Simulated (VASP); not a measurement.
The system is SiB6.

```
Si B
1.0
     3.64222    0.00000    0.00000
    -1.82111    3.15426    0.00000
     0.00000    0.00000    7.53356
Si B
1 6
Direct
  0.00000 0.00000 0.50000
  0.33333 0.66667 0.00000
  0.66667 0.33333 0.00000
  0.50000 0.00000 0.50000
  0.00000 0.50000 0.50000
  0.50000 0.50000 0.50000
  0.00000 0.00000 0.00000
```

| Quantity | Value |
| --- | --- |
| Program | VASP 6.6.1 |
| Task | relaxation of cell and atoms |
| Functional | PBE |
| Potentials or basis | VASP PAW PBE potentials, release 64 (Si, B) |
| Cutoff | 600 eV |
| k mesh | 12 × 12 × 6 |
| Occupations | gaussian, width 0.1 eV |
| Spin | no spin polarisation |

At the start: pressure 1.4 GPa; volume 12.36 Å³/atom.

Q: Where does the relaxation end?

A: Over 10 steps the energy falls by 4.7 meV/atom and the volume is 11.49 Å³/atom (-7.1 %); space group P6/mmm (No. 191, to 0.05 Å).

The path:
```
step  energy change (eV)  largest force (eV/Å)  pressure (GPa)  volume (Å³)
   1              0.0000                0.0000            1.37        86.55
   2             -0.0038                0.0000           -1.69        87.88
   3             -0.0078                0.0000           -0.43        87.32
   4             -0.0097                0.0000           -0.43        87.01
   5             -0.0150                0.0000           -0.43        86.10
   6             -0.0243                0.0000           -0.41        84.27
   7             -0.0331                0.0000           -0.18        80.61
   8             -0.0331                0.0000           -0.17        80.48
   9             -0.0292                0.0000            1.42        79.75
  10             -0.0332                0.0000            0.01        80.40
```

Final structure:
```yaml
crystal:
  lattice:
    - [3.66229, 0.00000, 0.00000]
    - [-1.83115, 3.17164, 0.00000]
    - [0.00000, 0.00000, 6.92138]
  atoms:
    - { symbol: Si, position: [0.00000, 0.00000, 0.50000] }
    - { symbol: B, position: [0.33333, 0.66667, 0.00000] }
    - { symbol: B, position: [0.66667, 0.33333, 0.00000] }
    - { symbol: B, position: [0.50000, 0.00000, 0.50000] }
    - { symbol: B, position: [0.00000, 0.50000, 0.50000] }
    - { symbol: B, position: [0.50000, 0.50000, 0.50000] }
    - { symbol: B, position: [0.00000, 0.00000, 0.00000] }
```
